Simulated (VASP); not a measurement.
# TiO2 (CdI2 type) (P-3m1) in VASP: relaxation of cell and atoms with PBE

Aim: the relaxation of cell and atoms of TiO2 (CdI2 type) with PBE.

Everything below comes from runs of VASP 6.6.1. Logs are shortened: lines on timing, memory, paths and dates and some standing lists are left out, and cuts for length are marked.

### Step 1. The cell of the first run

Symmetry: P-3m1, No. 164, trigonal system. Conventional cell: a = 2.888 Å, b = 2.888 Å, c = 4.621 Å, α = 90.00°, β = 90.00°, γ = 120.00°. Within 2.7 Å of Ti (site symmetry -3m) lie 6 O at 2.03 Å. Within 2.7 Å of O (site symmetry 3m) lie 3 Ti at 2.03 Å.

### Step 2. Relaxation of cell and atoms, PBE

The input, INCAR:

```
PREC = Accurate
ENCUT = 910
EDIFF = 1E-7
ISMEAR = -1
SIGMA = 0.05
LREAL = False
LASPH = True
NELM = 120
ALGO = Normal
ISIF = 3
LWAVE = False
LCHARG = False
GGA = PE
IBRION = 2
NSW = 100
EDIFFG = -0.005
GGA_COMPAT = False
NELMIN = 4
```

The input, KPOINTS:

```
Automatic mesh
0
Gamma
  13 13 7
```

The input, POSCAR:

```
TiO2
1.0
    2.8878374627      0.0000000000      0.0000000000
   -1.4439187314      2.5009406047      0.0000000000
    0.0000000000      0.0000000000      4.6205399404
Ti O
1 2
Direct
    0.0000000000      0.0000000000      0.0000000000
    0.3333333333      0.6666666667      0.2500000000
    0.6666666667      0.3333333333      0.7500000000
```

Potentials or basis: VASP PAW PBE potentials, release 64 (Ti_sv, O_h).

On the command line:

```sh
$ cat potpaw_PBE.64/Ti_sv/POTCAR potpaw_PBE.64/O_h/POTCAR > POTCAR
$ mpirun -np 1 vasp_std > vasp.out
```

OUTCAR:

```text
PREC = Accurate
   ENCUT = 910
   EDIFF = 1E-7
   ISMEAR = -1
   LREAL = False
   LASPH = True
   NELM = 120
   ISIF = 3
   GGA = PE
   IBRION = 2
   NSW = 100
   EDIFFG = -0.005
   NELMIN = 4

 ion  position               nearest neighbor table
   1  0.000  0.000  0.000-   2 2.03   3 2.03   3 2.03   2 2.03   3 2.03   2 2.03
   2  0.333  0.667  0.250-   1 2.03   1 2.03   1 2.03
   3  0.667  0.333  0.750-   1 2.03   1 2.03   1 2.03

  LATTYP: Found a hexagonal cell.
 ALAT       =     2.8878374627
 C/A-ratio  =     1.6000000000

  Lattice vectors:

 A1 = (   2.8878374627,   0.0000000000,   0.0000000000)
 A2 = (  -1.4439187314,   2.5009406047,   0.0000000000)
 A3 = (   0.0000000000,   0.0000000000,   4.6205399404)

Analysis of symmetry for initial positions (statically):
=====================================================================
 Subroutine PRICEL returns:
 Original cell was already a primitive cell.

 Routine SETGRP: Setting up the symmetry group for a
 hexagonal supercell.

 Subroutine GETGRP returns: Found 12 space group operations
 (whereof 12 operations were pure point group operations)
 out of a pool of 24 trial point group operations.

The static configuration has the point symmetry D_3d.

Analysis of symmetry for dynamics (positions and initial velocities):
=====================================================================
 Subroutine PRICEL returns:
 Original cell was already a primitive cell.

 Routine SETGRP: Setting up the symmetry group for a
 hexagonal supercell.

 Subroutine GETGRP returns: Found 12 space group operations
 (whereof 12 operations were pure point group operations)
 out of a pool of 24 trial point group operations.

The dynamic configuration has the point symmetry D_3d.

 Subroutine INISYM returns: Found 12 space group operations
 (whereof 12 operations are pure point group operations),
 and found     1 'primitive' translations

----------------------------------------------------------------------------------------

                                     Primitive cell

  volume of cell :      33.3710

  direct lattice vectors                    reciprocal lattice vectors
     2.887837463  0.000000000  0.000000000     0.346279877  0.199924780  0.000000000
    -1.443918731  2.500940605  0.000000000     0.000000000  0.399849560  0.000000000
     0.000000000  0.000000000  4.620539940     0.000000000  0.000000000  0.216424923

  length of vectors
     2.887837463  2.887837463  4.620539940     0.399849560  0.399849560  0.216424923

  position of ions in fractional coordinates (direct lattice)
     0.000000000  0.000000000  0.000000000
     0.333333333  0.666666667  0.250000000
     0.666666667  0.333333333  0.750000000

  ion indices of the primitive-cell ions
   primitive index   ion index
                 1           1
                 2           2
                 3           3

----------------------------------------------------------------------------------------

 KPOINTS: Automatic mesh

Automatic generation of k-mesh.
 Grid dimensions read from file:
 generate k-points for:   13   13    7

 Generating k-lattice:

  Cartesian coordinates                     Fractional coordinates (reciprocal lattice)
     0.026636914  0.015378829  0.000000000     0.076923077  0.000000000  0.000000000
     0.000000000  0.030757658  0.000000000     0.000000000  0.076923077  0.000000000
     0.000000000  0.000000000  0.030917846     0.000000000  0.000000000  0.142857143

  Length of vectors
     0.030757658  0.030757658  0.030917846

  Shift w.r.t. Gamma in fractional coordinates (k-lattice)
     0.000000000  0.000000000  0.000000000

 Subroutine IBZKPT returns following result:
 ===========================================

 Found    126 irreducible k-points:

 Following reciprocal coordinates:
            Coordinates               Weight
  0.000000  0.000000  0.000000      1.000000
  0.076923  0.000000  0.000000      6.000000
  0.153846  0.000000  0.000000      6.000000
  0.230769  0.000000  0.000000      6.000000
  0.307692  0.000000  0.000000      6.000000
  0.384615  0.000000  0.000000      6.000000
[... 16 lines left out ...]
  0.076923  0.000000  0.142857      6.000000
  0.000000  0.076923  0.142857      6.000000
 [... further k-points ...]
   k-points           NKPTS =    126   k-points in BZ     NKDIM =    126   number of bands    NBANDS=     16
   number of dos      NEDOS =    301   number of ions     NIONS =      3
   total plane-waves  NPLWV =  37632
   dimension x,y,z NGX =    28 NGY =   28 NGZ =   48
   dimension x,y,z NGXF=    56 NGYF=   56 NGZF=   96
   ions per type =               1   2
   NGX,Y,Z   is equivalent  to a cutoff of  16.12, 16.12, 17.27 a.u.
   NGXF,Y,Z  is equivalent  to a cutoff of  32.24, 32.24, 34.54 a.u.
 SYSTEM =  unknown system
   PREC   = accura    normal or accurate (medium, high low for compatibility)
   ISTART =      0    job   : 0-new  1-cont  2-samecut
   ICHARG =      2    charge: 1-file 2-atom 10-const
   ISPIN  =      1    spin polarized calculation?
   LNONCOLLINEAR =      F non collinear calculations
   LSORBIT =      F    spin-orbit coupling
   LASPH  =      T    aspherical Exc in radial PAW
   ENCUT  =  910.0 eV  66.88 Ry    8.18 a.u.   7.10  7.10 11.37*2*pi/ulx,y,z
   NELM   =    120;   NELMIN=  4; NELMDL= -5     # of ELM steps
   EDIFF  = 0.1E-06   stopping-criterion for ELM
   LREAL  =      F    real-space projection
   EDIFFG = -.5E-02   stopping-criterion for IOM
   NSW    =    100    number of steps for IOM
   IBRION =      2    ionic relax: 0-MD 1-quasi-New 2-CG
   NFREE  =      1    steps in history (QN), initial steepest desc. (CG)
   ISIF   =      3    stress and relaxation
   ISYM   =      2    0-nonsym 1-usesym 2-fastsym
   POTIM  = 0.5000    time-step for ionic-motion
   TEBEG  =    0.0;   TEEND  =   0.0 temperature during run
   PSTRESS=    0.0 pullay stress
   NELECT =      24.0000    total number of electrons
   NUPDOWN=      -1.0000    fix difference up-down
   EMIN   =  10.00;   EMAX   =-10.00  energy-range for DOS
   EFERMI =   0.00;   METHOD = LEGACY
   ISMEAR =    -1;   SIGMA  =   0.05  broadening in eV -4-tet -1-fermi 0-gaus
   EFERMI_NEDOS =   21; number of points for ismear=-14 and -15
   IALGO  =     38    algorithm
   IMIX   =      4    mixing-type and parameters
     AMIX     =   0.40;   BMIX     =  1.00
     AMIX_MAG =   1.60;   BMIX_MAG =  1.00
  volume/ion in A,a.u.               =      11.12        75.07
  Fermi-wavevector in a.u.,A,eV,Ry     =   1.466748  2.771753 29.270906  2.151351
  Thomas-Fermi vector in A             =   2.582449
   LORBIT       =      0    0 simple, 1 ext, 2 COOP (PROOUT), +10 PAW based schemes
   GGA     = PE    functional components
   LHFCALC =     F    Hartree Fock is set to
   AEXX    =    0.0000 exact exchange contribution
   IVDW    =     0    specifies the selected vdW correction
   LEPSILON=     F    determine dielectric tensor
   LRPA    =     F    only Hartree local field effects (RPA)
 conjugate gradient relaxation of ions
 non-spin polarized calculation
  energy-cutoff  :      910.00
  volume of cell :       33.37
 maximum number of plane-waves:      2099
   NGX = 15   NGY = 15   NGZ = 23

--------------------------------------- Ionic step        1  -------------------------------------------

 number of electron      23.9999998 magnetization

 Free energy of the ion-electron system (eV)
  ---------------------------------------------------
  ext. energy  EPLUGINS =         0.00000000
  ---------------------------------------------------
  free energy    TOTEN  =       -25.89042208 eV

  energy without entropy =      -25.89042208  energy(sigma->0) =      -25.89042208

------------------------ aborting loop because EDIFF is reached ----------------------------------------

  FORCE on cell =-STRESS in cart. coord.  units (eV):
  Direction    XX          YY          ZZ          XY          YZ          ZX
  --------------------------------------------------------------------------------------
  -------------------------------------------------------------------------------------
  Total        0.7970356      0.7970356     -5.4898480     -0.0000000      0.0000000      0.0000000
  in kB       38.2665621     38.2665621   -263.5736844     -0.0000000      0.0000000      0.0000000
  external PRESSURE =     -62.3468534 kB  Pullay stress =       0.0000000 kB
[... 92 lines left out ...]
  FREE ENERGIE OF THE ION-ELECTRON SYSTEM (eV)
  ---------------------------------------------------
  free  energy   TOTEN  =       -26.3438736234 eV

  energy  without entropy=      -26.3438736234  energy(sigma->0) =      -26.34387362

[... ionic steps 4 to 15 ...]

--------------------------------------- Ionic step       16  -------------------------------------------

 number of electron      23.9999997 magnetization

------------------------ aborting loop because EDIFF is reached ----------------------------------------

  FORCE on cell =-STRESS in cart. coord.  units (eV):
  Direction    XX          YY          ZZ          XY          YZ          ZX
  --------------------------------------------------------------------------------------
  -------------------------------------------------------------------------------------
  Total       -0.0064786     -0.0064786     -0.0083222      0.0000000     -0.0000000      0.0000000
  in kB       -0.2812721     -0.2812721     -0.3613108      0.0000000     -0.0000000      0.0000000
  external PRESSURE =      -0.3079517 kB  Pullay stress =       0.0000000 kB
[... 59 lines left out ...]
  energy  without entropy=      -26.4865645386  energy(sigma->0) =      -26.48656454

--------------------------------------- Ionic step       18  -------------------------------------------

 number of electron      23.9999997 magnetization

 Free energy of the ion-electron system (eV)
  ---------------------------------------------------
  ext. energy  EPLUGINS =         0.00000000
  ---------------------------------------------------
  free energy    TOTEN  =       -26.48656717 eV

  energy without entropy =      -26.48656717  energy(sigma->0) =      -26.48656717

 E-fermi :   3.9215     XC(G=0): -10.2072

 val. band max:        2.8245563053   @ k =   0.1538   0.0769   0.0000
 cond. band min:       5.3670604696   @ k =   0.0000   0.0000   0.4286
 fundamental gap:      2.5425041644
 Fermi energy:         3.9215259908

 k-point     1 :       0.0000    0.0000    0.0000
  band No.  band energies     occupation
      1     -53.6770      2.00000
      2     -29.9426      2.00000
      3     -29.6554      2.00000
      4     -29.6554      2.00000
      5     -14.7932      2.00000
      6     -12.9214      2.00000
[... 8 lines left out ...]
     15       7.0388      0.00000
     16       9.5202      0.00000
[... 420 lines left out ...]
  band No.  band energies     occupation
      1     -53.6730      2.00000
      2     -29.9355      2.00000
      3     -29.6904      2.00000
      4     -29.6619      2.00000
      5     -14.6988      2.00000
      6     -12.9875      2.00000
[... 8 lines left out ...]
     15       7.0283      0.00000
     16       9.3515      0.00000

 [... further k-points ...]

------------------------ aborting loop because EDIFF is reached ----------------------------------------

  FORCE on cell =-STRESS in cart. coord.  units (eV):
  Direction    XX          YY          ZZ          XY          YZ          ZX
  --------------------------------------------------------------------------------------
  -------------------------------------------------------------------------------------
  Total        0.0013840      0.0013840      0.0045041     -0.0000000      0.0000000      0.0000000
  in kB        0.0600915      0.0600915      0.1955597     -0.0000000      0.0000000      0.0000000
  external PRESSURE =       0.1052476 kB  Pullay stress =       0.0000000 kB
[... 18 lines left out ...]
  FREE ENERGIE OF THE ION-ELECTRON SYSTEM (eV)
  ---------------------------------------------------
  free  energy   TOTEN  =       -26.4865671655 eV

  energy  without entropy=      -26.4865671655  energy(sigma->0) =      -26.48656717

 reached required accuracy - stopping structural energy minimisation
```

Run time: 14 min. Hardware: 1 thread of AMD EPYC 9R45 (Zen 5), shared host; peak memory 0.29 GiB.

Results:

```
Free energy                           : -26.4866 eV
Relaxed volume                        : 12.30 Å³/atom
Relaxed cell                          : a = 2.984 Å, b = 2.984 Å, c = 4.784 Å, α = 90.00°, β = 90.00°, γ = 120.00°
Space group after relaxing (to 0.1 Å) : P-3m1 (No. 164)
Energy gained by relaxing             : 198.7 meV/atom
Ionic steps                           : 18
Pressure after relaxing               : 0.0 GPa
Band gap on the k mesh                : 2.54 eV (least direct gap 2.78 eV)
```

Forces on the atoms (eV/Å):
```
Ti   0.000  0.000  0.000
O    0.000  0.000 -0.002
O    0.000  0.000  0.002
```

The path:
```csv
step,energy change (eV),largest force (eV/Å),pressure (GPa),volume (Å³)
1,0.0000,2.9846,-6.23,33.37
2,-0.3482,1.3363,22.30,31.21
3,-0.4535,0.2591,10.98,31.94
4,-0.5054,0.5893,-6.52,34.85
5,-0.5314,0.4798,-0.65,33.75
6,-0.5495,0.0966,1.02,34.05
7,-0.5529,0.1484,2.13,34.24
8,-0.5679,0.0815,0.65,34.90
9,-0.5847,0.0831,-2.59,36.58
10,-0.5951,0.0674,0.18,36.66
11,-0.5954,0.0967,0.74,36.67
12,-0.5961,0.0019,0.14,36.87
13,-0.5961,0.0031,0.13,36.88
14,-0.5961,0.0117,0.06,36.90
15,-0.5961,0.0050,0.10,36.88
16,-0.5961,0.0083,-0.03,36.90
17,-0.5961,0.0080,-0.02,36.90
18,-0.5961,0.0020,0.01,36.90
```

Final structure:
```yaml
crystal:
  lattice:
    - [2.98436, 0.00000, 0.00000]
    - [-1.49218, 2.58453, 0.00000]
    - [0.00000, 0.00000, 4.78420]
  atoms:
    - { symbol: Ti, position: [0.00000, 0.00000, 0.00000] }
    - { symbol: O, position: [0.33333, 0.66667, 0.20235] }
    - { symbol: O, position: [0.66667, 0.33333, 0.79765] }
```

Levels at points of the mesh, in eV from the valence-band top:
```
           k point  band 9  band 10  band 11  band 12  band 13  band 14  band 15  band 16
(0.00, 0.00, 0.00)   -3.77    -0.32    -0.32    -0.23     2.55     2.55     4.21     6.70
```

Caveat: the cutoff is under 1.25 times the usual one of these potentials, so pressure, stress and relaxed cells hold a basis-set (Pulay) error; an odd mesh through Γ misses points on the zone boundary, where band edges can lie.
